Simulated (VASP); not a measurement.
# TaN (P6_3mc) in VASP: a series of runs

TaN is run at these levels: PBE; tasks: single point.

Everything below comes from runs of VASP 6.6.1. Logs are shortened: lines on timing, memory, paths and dates and some standing lists are left out, and cuts for length are marked.

**1. The cell of the first run**

Symmetry: P6_3mc, No. 186, hexagonal system. The conventional cell has a = 3.191 Å, b = 3.191 Å, c = 5.477 Å, α = 90.00°, β = 90.00°, γ = 120.00°. Within 2.4 Å of Ta (site symmetry 3m) lie 4 N at 1.77 to 2.08 Å. Within 2.4 Å of N (site symmetry 3m) lie 4 Ta at 1.77 to 2.08 Å.

**2. Single point, PBE (volume 12.076 Å^3 an atom, c/a of the conventional cell 1.7162)**

Input file INCAR:

```
SYSTEM = TaN
PREC = Accurate ; ENCUT = 520
EDIFF = 1E-6 ; ISMEAR = 0
SIGMA = 0.15 ; LREAL = .False.
LASPH = .True. ; NELM = 60
ALGO = Normal ; ISIF = 2
LWAVE = .False. ; LCHARG = .True.
GGA = PE ; LELF = .True.
LVHAR = .True. ; NBANDS = 24
```

Input file KPOINTS:

```
Automatic mesh
0
Gamma
  18 18 8
  0 0 0
```

Input file POSCAR:

```
TaN
1.0
    3.1912551018      0.0000000000      0.0000000000
   -1.5956275509      2.7637079881      0.0000000000
    0.0000000000      0.0000000000      5.4768320058
Ta N
2 2
Direct
    0.3333333333      0.6666666667      0.0304880884
    0.6666666667      0.3333333333      0.5304880884
    0.3333333333      0.6666666667      0.3545119116
    0.6666666667      0.3333333333      0.8545119116
```

Potentials or basis: VASP PAW PBE potentials, release 64 (Ta_pv, N).

Run with:

```bash
$ cat potpaw_PBE.64/Ta_pv/POTCAR potpaw_PBE.64/N/POTCAR > POTCAR
$ mpirun -np 1 vasp_std > vasp.out
```

OUTCAR:

```text
SYSTEM = TaN
   PREC = Accurate
   ENCUT = 520
   EDIFF = 1E-6
   ISMEAR = 0
   LREAL = .False.
   LASPH = .True.
   NELM = 60
   ISIF = 2
   GGA = PE

 ion  position               nearest neighbor table
   1  0.333  0.667  0.030-   3 1.77   4 2.08   4 2.08   4 2.08   2 3.30   2 3.30   2 3.30   2 3.30
                             2 3.30   2 3.30
   2  0.667  0.333  0.530-   4 1.77   3 2.08   3 2.08   3 2.08   1 3.30   1 3.30   1 3.30   1 3.30
                             1 3.30   1 3.30
   3  0.333  0.667  0.355-   1 1.77   2 2.08   2 2.08   2 2.08
   4  0.667  0.333  0.855-   2 1.77   1 2.08   1 2.08   1 2.08

  LATTYP: Found a hexagonal cell.
 ALAT       =     3.1912551018
 C/A-ratio  =     1.7162000000

  Lattice vectors:

 A1 = (   3.1912551018,   0.0000000000,   0.0000000000)
 A2 = (  -1.5956275509,   2.7637079881,   0.0000000000)
 A3 = (   0.0000000000,   0.0000000000,   5.4768320058)

Analysis of symmetry for initial positions (statically):
=====================================================================
 Subroutine PRICEL returns:
 Original cell was already a primitive cell.

 Routine SETGRP: Setting up the symmetry group for a
 hexagonal supercell.

 Subroutine GETGRP returns: Found 12 space group operations
 (whereof  6 operations were pure point group operations)
 out of a pool of 24 trial point group operations.

The static configuration has the point symmetry C_3v.
 The point group associated with its full space group is C_6v.

Analysis of symmetry for dynamics (positions and initial velocities):
=====================================================================
 Subroutine PRICEL returns:
 Original cell was already a primitive cell.

 Routine SETGRP: Setting up the symmetry group for a
 hexagonal supercell.

 Subroutine GETGRP returns: Found 12 space group operations
 (whereof  6 operations were pure point group operations)
 out of a pool of 24 trial point group operations.

The dynamic configuration has the point symmetry C_3v.
 The point group associated with its full space group is C_6v.

 Subroutine INISYM returns: Found 12 space group operations
 (whereof  6 operations are pure point group operations),
 and found     1 'primitive' translations

----------------------------------------------------------------------------------------

                                     Primitive cell

  volume of cell :      48.3040

  direct lattice vectors                    reciprocal lattice vectors
     3.191255102  0.000000000  0.000000000     0.313356334  0.180916364  0.000000000
    -1.595627551  2.763707988  0.000000000     0.000000000  0.361832728  0.000000000
     0.000000000  0.000000000  5.476832006     0.000000000  0.000000000  0.182587306

  length of vectors
     3.191255102  3.191255102  5.476832006     0.361832728  0.361832728  0.182587306

  position of ions in fractional coordinates (direct lattice)
     0.333333333  0.666666667  0.030488088
     0.666666667  0.333333333  0.530488088
     0.333333333  0.666666667  0.354511912
     0.666666667  0.333333333  0.854511912

  ion indices of the primitive-cell ions
   primitive index   ion index
                 1           1
                 2           2
                 3           3
                 4           4

----------------------------------------------------------------------------------------

 KPOINTS: Automatic mesh

Automatic generation of k-mesh.
 Grid dimensions read from file:
 generate k-points for:   18   18    8

 Generating k-lattice:

  Cartesian coordinates                     Fractional coordinates (reciprocal lattice)
     0.017408685  0.010050909  0.000000000     0.055555556  0.000000000  0.000000000
     0.000000000  0.020101818  0.000000000     0.000000000  0.055555556  0.000000000
     0.000000000  0.000000000  0.022823413     0.000000000  0.000000000  0.125000000

  Length of vectors
     0.020101818  0.020101818  0.022823413

  Shift w.r.t. Gamma in fractional coordinates (k-lattice)
     0.000000000  0.000000000  0.000000000

 Subroutine IBZKPT returns following result:
 ===========================================

 Found    185 irreducible k-points:

 Following reciprocal coordinates:
            Coordinates               Weight
  0.000000  0.000000  0.000000      1.000000
  0.055556 -0.000000  0.000000      6.000000
  0.111111 -0.000000  0.000000      6.000000
  0.166667  0.000000  0.000000      6.000000
  0.222222  0.000000  0.000000      6.000000
  0.277778  0.000000  0.000000      6.000000
[... 16 lines left out ...]
  0.333333  0.111111  0.000000     12.000000
  0.388889  0.111111  0.000000     12.000000
 [... further k-points ...]
   k-points           NKPTS =    185   k-points in BZ     NKDIM =    185   number of bands    NBANDS=     24
   number of dos      NEDOS =    301   number of ions     NIONS =      4
   total plane-waves  NPLWV =  24192
   dimension x,y,z NGX =    24 NGY =   24 NGZ =   42
   dimension x,y,z NGXF=    48 NGYF=   48 NGZF=   84
   ions per type =               2   2
   NGX,Y,Z   is equivalent  to a cutoff of  12.50, 12.50, 12.75 a.u.
   NGXF,Y,Z  is equivalent  to a cutoff of  25.01, 25.01, 25.50 a.u.
 SYSTEM =  TaN
   PREC   = accura    normal or accurate (medium, high low for compatibility)
   ISTART =      0    job   : 0-new  1-cont  2-samecut
   ICHARG =      2    charge: 1-file 2-atom 10-const
   ISPIN  =      1    spin polarized calculation?
   LNONCOLLINEAR =      F non collinear calculations
   LSORBIT =      F    spin-orbit coupling
   LASPH  =      T    aspherical Exc in radial PAW
   ENCUT  =  520.0 eV  38.22 Ry    6.18 a.u.   5.93  5.93 10.18*2*pi/ulx,y,z
   NELM   =     60;   NELMIN=  2; NELMDL= -5     # of ELM steps
   EDIFF  = 0.1E-05   stopping-criterion for ELM
   LREAL  =      F    real-space projection
   EDIFFG = 0.1E-04   stopping-criterion for IOM
   NSW    =      0    number of steps for IOM
   IBRION =     -1    ionic relax: 0-MD 1-quasi-New 2-CG
   NFREE  =      0    steps in history (QN), initial steepest desc. (CG)
   ISIF   =      2    stress and relaxation
   ISYM   =      2    0-nonsym 1-usesym 2-fastsym
   POTIM  = 0.5000    time-step for ionic-motion
   TEBEG  =    0.0;   TEEND  =   0.0 temperature during run
   PSTRESS=    0.0 pullay stress
   NELECT =      32.0000    total number of electrons
   NUPDOWN=      -1.0000    fix difference up-down
   EMIN   =  10.00;   EMAX   =-10.00  energy-range for DOS
   EFERMI =   0.00;   METHOD = LEGACY
   ISMEAR =     0;   SIGMA  =   0.15  broadening in eV -4-tet -1-fermi 0-gaus
   EFERMI_NEDOS =   21; number of points for ismear=-14 and -15
   IALGO  =     38    algorithm
   IMIX   =      4    mixing-type and parameters
     AMIX     =   0.40;   BMIX     =  1.00
     AMIX_MAG =   1.60;   BMIX_MAG =  1.00
  volume/ion in A,a.u.               =      12.08        81.49
  Fermi-wavevector in a.u.,A,eV,Ry     =   1.427131  2.696886 27.711019  2.036702
  Thomas-Fermi vector in A             =   2.547333
   LORBIT       =      0    0 simple, 1 ext, 2 COOP (PROOUT), +10 PAW based schemes
   GGA     = PE    functional components
   LHFCALC =     F    Hartree Fock is set to
   AEXX    =    0.0000 exact exchange contribution
   IVDW    =     0    specifies the selected vdW correction
   LEPSILON=     F    determine dielectric tensor
   LRPA    =     F    only Hartree local field effects (RPA)
 non-spin polarized calculation
 Gauss-broadening in eV      SIGMA  =   0.15
  energy-cutoff  :      520.00
  volume of cell :       48.30
 maximum number of plane-waves:      1318
 NGX is ok and might be reduce to    24
   NGX = 11   NGY = 11   NGZ = 21

 number of electron      32.0000004 magnetization

 Free energy of the ion-electron system (eV)
  ---------------------------------------------------
  ext. energy  EPLUGINS =         0.00000000
  ---------------------------------------------------
  free energy    TOTEN  =       -41.95531618 eV

  energy without entropy =      -41.94654527  energy(sigma->0) =      -41.95093073

 E-fermi :   7.2976     XC(G=0): -12.5017

 val. band max:        7.2945236611   @ k =   0.0556   0.0556   0.3750
 cond. band min:       7.3062069292   @ k =   0.3333   0.2778   0.0000
 fundamental gap:      0.0116832681
 Fermi energy:         7.2975590232

 k-point     1 :       0.0000    0.0000    0.0000
  band No.  band energies     occupation
      1     -28.5699      2.00000
      2     -27.8936      2.00000
      3     -27.5597      2.00000
      4     -27.5597      2.00000
      5     -27.4782      2.00000
      6     -27.4782      2.00000
[... 16 lines left out ...]
     23      12.6901      0.00000
     24      14.9545      0.00000

 k-point     2 :       0.0556   -0.0000    0.0000
  band No.  band energies     occupation
      1     -28.5634      2.00000
      2     -27.8958      2.00000
      3     -27.5750      2.00000
      4     -27.5640      2.00000
      5     -27.4950      2.00000
      6     -27.4809      2.00000
[... 16 lines left out ...]
     23      12.9258      0.00000
     24      14.9596      0.00000

 k-point     3 :       0.1111   -0.0000    0.0000
  band No.  band energies     occupation
      1     -28.5443      2.00000
      2     -27.9024      2.00000
      3     -27.6191      2.00000
      4     -27.5765      2.00000
      5     -27.5427      2.00000
      6     -27.4887      2.00000
[... 16 lines left out ...]
     23      13.5335      0.00000
     24      14.8325      0.00000
[... 514 lines left out ...]
 k-point    23 :       0.3333    0.1111    0.0000
  band No.  band energies     occupation
      1     -28.3195      2.00000
      2     -28.0306      2.00000
      3     -27.9823      2.00000
      4     -27.9171      2.00000
      5     -27.7110      2.00000
      6     -27.5955      2.00000
[... 16 lines left out ...]
     23      13.1552      0.00000
     24      14.3411      0.00000

 k-point    24 :       0.3889    0.1111    0.0000
  band No.  band energies     occupation
      1     -28.2832      2.00000
      2     -28.0636      2.00000
      3     -28.0184      2.00000
      4     -27.9444      2.00000
      5     -27.7269      2.00000
      6     -27.6059      2.00000
[... 16 lines left out ...]
     23      13.1174      0.00000
     24      14.3073      0.00000

 [... further k-points ...]

------------------------ aborting loop because EDIFF is reached ----------------------------------------

  FORCE on cell =-STRESS in cart. coord.  units (eV):
  Direction    XX          YY          ZZ          XY          YZ          ZX
  --------------------------------------------------------------------------------------
  -------------------------------------------------------------------------------------
  Total        4.1545424      4.1545424     29.0641731     -0.0000000     -0.0000000      0.0000000
  in kB      137.8004640    137.8004640    964.0186982     -0.0000000     -0.0000000      0.0000000
  external PRESSURE =     413.2065421 kB  Pullay stress =       0.0000000 kB

 VOLUME and BASIS-vectors are now :
 -----------------------------------------------------------------------------
  energy-cutoff  :      520.00
  volume of cell :       48.30
      direct lattice vectors                 reciprocal lattice vectors
     3.191255102  0.000000000  0.000000000     0.313356334  0.180916364  0.000000000
    -1.595627551  2.763707988  0.000000000     0.000000000  0.361832728  0.000000000
     0.000000000  0.000000000  5.476832006     0.000000000  0.000000000  0.182587306

 POSITION                                       TOTAL-FORCE (eV/Angst)
 -----------------------------------------------------------------------------------
     -0.00000      1.84247      0.16698        -0.000000      0.000000     -4.912056
      1.59563      0.92124      2.90539         0.000000     -0.000000     -4.912056
     -0.00000      1.84247      1.94160        -0.000000     -0.000000      4.912056
      1.59563      0.92124      4.68002         0.000000      0.000000      4.912056
 -----------------------------------------------------------------------------------
    total drift:                               -0.000000     -0.000000      0.000166

  FREE ENERGIE OF THE ION-ELECTRON SYSTEM (eV)
  ---------------------------------------------------
  free  energy   TOTEN  =       -41.9553161796 eV

  energy  without entropy=      -41.9465452705  energy(sigma->0) =      -41.95093073
```

Wall time 62 s (1 thread of Intel Xeon 6975P-C (Granite Rapids), shared host); peak memory 0.3 GiB.

What came out:

```
Free energy            : -41.9553 eV
Pressure               : 41.3 GPa
Largest force          : 4.912 eV/Å
Band gap on the k mesh : zero (band 16 reaches 7.98 eV, above the bottom of band 17 at 6.96 eV)
```

Forces on the atoms (eV/Å):
```
Ta   0.000  0.000 -4.912
Ta   0.000  0.000 -4.912
N    0.000  0.000  4.912
N    0.000  0.000  4.912
```

Caveat: spin-orbit coupling is left out, which moves the levels of the heavy elements; forces of over 1 eV/Å act on the atoms, so gaps and moduli don't describe the material at rest.

**3. Single point, PBE (volume 12.076 Å^3 an atom, c/a of the conventional cell 2.0156)**

Input file INCAR:

```
SYSTEM = TaN
  PREC = Accurate
  ENCUT = 520
  EDIFF = 1E-7
  ISMEAR = 0
  SIGMA = 0.15
  LREAL = .FALSE.
  LASPH = .TRUE.
  NELM = 100
  ALGO = Normal
  ISIF = 2
  LWAVE = .FALSE.
  LCHARG = .TRUE.
  GGA = PE
  LELF = .TRUE.
  LVHAR = .TRUE.
  NBANDS = 24
```

Input file KPOINTS:

```
Automatic mesh
0
G
  18 18 8
  0 0 0
```

Input file POSCAR:

```
TaN
1.0
    3.0247027750      0.0000000000      0.0000000000
   -1.5123513875      2.6194694420      0.0000000000
    0.0000000000      0.0000000000      6.0965909133
Ta N
2 2
Direct
    0.3333333333      0.6666666667      0.0304880884
    0.6666666667      0.3333333333      0.5304880884
    0.3333333333      0.6666666667      0.3545119116
    0.6666666667      0.3333333333      0.8545119116
```

Potentials or basis: VASP PAW PBE potentials, release 64 (Ta_pv, N).

Run with:

```bash
$ cat potpaw_PBE.64/Ta_pv/POTCAR potpaw_PBE.64/N/POTCAR > POTCAR
$ mpirun -np 1 vasp_std > vasp.out
```

Run time: 77 s. Hardware: 1 thread of Intel Xeon 6975P-C (Granite Rapids), shared host; peak memory 0.31 GiB.

Results (log left out):

- Free energy: -43.0412 eV
- Pressure: 23.8 GPa
- Largest force: 0.861 eV/Å
- Band gap on the k mesh: zero (band 16 reaches 7.37 eV, above the bottom of band 17 at 7.07 eV)

Forces in eV/Å, atoms in the order of the input:
```
Ta   0.000  0.000  0.861
Ta   0.000  0.000  0.861
N    0.000  0.000 -0.861
N    0.000  0.000 -0.861
```

Stress tensor (GPa, compression positive):
```
27.34  0.00  0.00
 0.00 27.34  0.00
 0.00  0.00 16.64
```

Levels at points of the mesh, in eV from the Fermi level:
```
           k point  band 14  band 15  band 16  band 17  band 18  band 19
(0.00, 0.00, 0.00)    -4.64    -0.77    -0.60     0.32     0.32     2.44
(0.50, 0.00, 0.00)    -3.76    -2.52    -0.44     1.14     2.36     3.08
(0.00, 0.00, 0.50)    -5.10     0.17     0.17     1.14     1.14     1.14
(0.50, 0.00, 0.50)    -4.88    -1.07    -1.07     1.55     1.55     3.92
```

Caveat: spin-orbit coupling is left out, which moves the levels of the heavy elements.

[end of part 1 of 2]
